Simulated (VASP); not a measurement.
# Bi2Se3 (R-3m) in VASP: further runs, part 2 of 2

VASP 6.6.1.

### 3 Relaxation of shape and atoms at fixed volume, LDA (27.10 Å³/atom)

This run uses another cell than the first one, of 27.10 Å³/atom.

INCAR

```
SYSTEM = Bi2Se3
  PREC = Accurate
  ENCUT = 600
  EDIFF = 1E-7
  ISMEAR = 0
  SIGMA = 0.05
  LREAL = .FALSE.
  LASPH = .TRUE.
  NELM = 80
  ALGO = Normal
  ISIF = 4
  LWAVE = .FALSE.
  LCHARG = .FALSE.
  IBRION = 2
  NSW = 60
  EDIFFG = -0.01
```

KPOINTS

```
Automatic mesh
0
G
  6 6 6
  0 0 0
```

POSCAR

```
Bi2Se3
1.0
    2.0482248428      1.1825431644      9.3245338576
   -2.0482248428      1.1825431644      9.3245338576
    0.0000000000     -2.3650863287      9.3245338576
Bi Se
2 3
Direct
    0.4011487109      0.4011487109      0.4011487109
    0.5988512891      0.5988512891      0.5988512891
    0.0000000000      0.0000000000      0.0000000000
    0.2095087872      0.2095087872      0.2095087872
    0.7904912128      0.7904912128      0.7904912128
```

Potentials or basis: VASP PAW LDA potentials, release 64 (Bi_d, Se).

On the command line:

```bash
cat potpaw_LDA.64/Bi_d/POTCAR potpaw_LDA.64/Se/POTCAR > POTCAR
mpirun -np 1 vasp_std > vasp.out
```

OUTCAR:

```text
SYSTEM = Bi2Se3
   PREC = Accurate
   ENCUT = 600
   EDIFF = 1E-7
   ISMEAR = 0
   LREAL = .FALSE.
   LASPH = .TRUE.
   NELM = 80
   ISIF = 4
   IBRION = 2
   NSW = 60
   EDIFFG = -0.01

 ion  position               nearest neighbor table
   1  0.401  0.401  0.401-   5 2.84   5 2.84   5 2.84   3 3.03   3 3.03   3 3.03
   2  0.599  0.599  0.599-   4 2.84   4 2.84   4 2.84   3 3.03   3 3.03   3 3.03
   3  0.000  0.000  0.000-   2 3.03   2 3.03   1 3.03   1 3.03   2 3.03   1 3.03
   4  0.210  0.210  0.210-   2 2.84   2 2.84   2 2.84
   5  0.790  0.790  0.790-   1 2.84   1 2.84   1 2.84

  LATTYP: Found a trigonal (rhomboedric) cell.
 ALAT       =     9.6198006738
 COS(alpha) =     0.9093321938

  Lattice vectors:

 A1 = (   2.0482248428,   1.1825431644,   9.3245338576)
 A2 = (  -2.0482248428,   1.1825431644,   9.3245338576)
 A3 = (   0.0000000000,  -2.3650863287,   9.3245338576)

Analysis of symmetry for initial positions (statically):
[... 421 lines left out ...]
  free energy    TOTEN  =       -23.43316759 eV

  energy without entropy =      -23.43294838  energy(sigma->0) =      -23.43305799

 E-fermi :   5.4867     XC(G=0): -10.0233

 val. band max:        5.4657981212   @ k =   0.0000   0.0000   0.0000
 cond. band min:       5.5076630073   @ k =   0.0000   0.0000   0.0000
 fundamental gap:      0.0418648861
 Fermi energy:         5.4867305640

 k-point     1 :       0.0000    0.0000    0.0000
  band No.  band energies     occupation
      1     -17.6809      2.00000
      2     -17.6809      2.00000
      3     -17.6783      2.00000
      4     -17.6783      2.00000
      5     -17.6623      2.00000
      6     -17.6592      2.00000
[... 733 lines left out ...]
     27       7.4981      0.00000
     28       9.0810      0.00000

 [... further k-points ...]

------------------------ aborting loop because EDIFF is reached ----------------------------------------

  FORCE on cell =-STRESS in cart. coord.  units (eV):
  Direction    XX          YY          ZZ          XY          YZ          ZX
  --------------------------------------------------------------------------------------
  -------------------------------------------------------------------------------------
  Total        0.0902471      0.0902471      0.1212108      0.0000000      0.0000000      0.0000000
  in kB        1.0670154      1.0670154      1.4331084      0.0000000      0.0000000      0.0000000
  external PRESSURE =       1.1890464 kB  Pullay stress =       0.0000000 kB
[... 20 lines left out ...]
  FREE ENERGIE OF THE ION-ELECTRON SYSTEM (eV)
  ---------------------------------------------------
  free  energy   TOTEN  =       -23.4331675901 eV

  energy  without entropy=      -23.4329483834  energy(sigma->0) =      -23.43305799

 reached required accuracy - stopping structural energy minimisation
```

CONTCAR:

```text
Bi2Se3
   1.00000000000000
     2.0531631757660898    1.1853943122687818    9.2797324741969422
    -2.0531631757660898    1.1853943122687818    9.2797324741969422
     0.0000000000000000   -2.3707886244355616    9.2797324741967184
  Bi              Se
     2     3
Direct
     0.4013459818082924    0.4013459818082924    0.4013459818082925
     0.5986540181917074    0.5986540181917074    0.5986540181917074
     0.0000000000000000    0.0000000000000000    0.0000000000000000
     0.2089951169944625    0.2089951169944625    0.2089951169944624
     0.7910048830055375    0.7910048830055375    0.7910048830055375

  0.00000000E+00  0.00000000E+00  0.00000000E+00
  0.00000000E+00  0.00000000E+00  0.00000000E+00
  0.00000000E+00  0.00000000E+00  0.00000000E+00
  0.00000000E+00  0.00000000E+00  0.00000000E+00
  0.00000000E+00  0.00000000E+00  0.00000000E+00
```

Wall time 36 min (1 thread of AMD EPYC 9R45 (Zen 5), shared host); peak memory 0.73 GiB.

What came out:

| Item | Value |
| --- | --- |
| Free energy | -23.4332 eV |
| Energy gained by relaxing | 0.2 meV/atom |
| Ionic steps | 7 |
| Pressure after relaxing | 0.1 GPa |
| Largest force after relaxing | 0.006 eV/Å |
| Band gap on the k mesh | 0.04 eV |

Forces on the atoms (eV/Å):
```
Bi   0.000  0.000  0.003
Bi   0.000  0.000 -0.003
Se   0.000  0.000  0.000
Se   0.000  0.000 -0.006
Se   0.000  0.000  0.006
```

The path:
```tsv
step	energy change (eV)	largest force (eV/Å)	pressure (GPa)	volume (Å³)
1	0.0000	0.0587	0.33	135.51
2	-0.0004	0.0336	0.27	135.51
3	-0.0005	0.0384	0.21	135.51
4	-0.0007	0.0301	0.20	135.51
5	-0.0009	0.0129	0.16	135.51
6	-0.0010	0.0137	0.15	135.51
7	-0.0010	0.0056	0.12	135.51
```

Final structure:
```
CELL_PARAMETERS angstrom
2.05316 1.18539 9.27973
-2.05316 1.18539 9.27973
0.00000 -2.37079 9.27973
ATOMIC_POSITIONS crystal
Bi 0.40135 0.40135 0.40135
Bi 0.59865 0.59865 0.59865
Se 0.00000 0.00000 0.00000
Se 0.20900 0.20900 0.20900
Se 0.79100 0.79100 0.79100
```

Levels at points of the mesh, in eV from the valence-band top:
| k point | band 20 | band 21 | band 22 | band 23 | band 24 | band 25 | band 26 | band 27 | band 28 |
| --- | --- | --- | --- | --- | --- | --- | --- | --- | --- |
| (0.00, 0.00, 0.00) | -2.05 | -2.05 | -1.31 | -1.31 | 0.00 | 0.04 | 1.15 | 1.15 | 2.05 |
| (0.50, 0.00, 0.00) | -3.32 | -3.28 | -2.51 | -1.30 | -0.51 | 0.63 | 1.62 | 2.86 | 3.18 |
| (0.50, 0.50, 0.00) | -2.63 | -2.15 | -2.01 | -1.92 | -0.98 | 1.16 | 1.85 | 2.51 | 2.93 |
| (0.50, 0.50, 0.50) | -1.69 | -1.66 | -1.61 | -1.61 | -0.63 | 0.68 | 1.58 | 1.58 | 1.93 |

Caveat: spin-orbit coupling is left out, which moves the levels of the heavy elements. A k mesh can miss the band edges.
